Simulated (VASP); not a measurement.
Set up this calculation in VASP 6.6.1, as the native input.

```yaml
Task: relaxation of shape and atoms at fixed volume
Functional: PBE
Dispersion: D3(BJ)
Potentials_or_basis: VASP PAW PBE potentials, release 64 (H, Cl, F)
Cutoff: 600 eV
k_mesh: 12 × 12 × 6
Occupations: gaussian, width 0.02 eV
Spin: no spin polarisation
Dipole_correction: no
Further_INCAR_settings: ALGO = Normal; EDIFF = 1e-06; IBRION = 2; EDIFFG = -0.01; NSW = 50; ISIF = 4
```

The structure of HClF2 lies in POSCAR:

```
HClF2
1.0
    3.8272864002      0.0000000000      0.0000000000
   -1.9136432001      3.3145272502      0.0000000000
    0.0000000000      0.0000000000      6.1136930750
H Cl F
1 1 2
Direct
    0.0000000000      0.0000000000      0.5000000000
    0.0000000000      0.0000000000      0.0000000000
    0.0000000000      0.0000000000      0.3128112326
    0.0000000000      0.0000000000      0.6871887674
```

The input as run:

INCAR

```
PREC = Accurate
ENCUT = 600
EDIFF = 1E-6
ISMEAR = 0
SIGMA = 0.02
LREAL = F
LASPH = T
NELM = 60
ALGO = Normal
ISIF = 4
LWAVE = F
LCHARG = F
GGA = PE
IVDW = 12
IBRION = 2
NSW = 50
EDIFFG = -0.01
```

KPOINTS

```
regular mesh
0
Gamma
  12 12 6
```

Potentials or basis: VASP PAW PBE potentials, release 64 (H, Cl, F).

Command:

```console
$ cat potpaw_PBE.64/H/POTCAR potpaw_PBE.64/Cl/POTCAR potpaw_PBE.64/F/POTCAR > POTCAR
$ mpirun -np 1 vasp_std > vasp.out
```

Results of the run:

```json
{"Energy gained by relaxing": "2.0 meV/atom", "Ionic steps": "6", "Pressure after relaxing": "-0.3 GPa", "Band gap on the k mesh": "1.26 eV", "Dispersion energy per atom": "-0.045 eV"}
```

Wall time 5.4 min on 1 thread of Intel Xeon 8259CL, with other jobs on the host, peak memory 0.29 GiB.
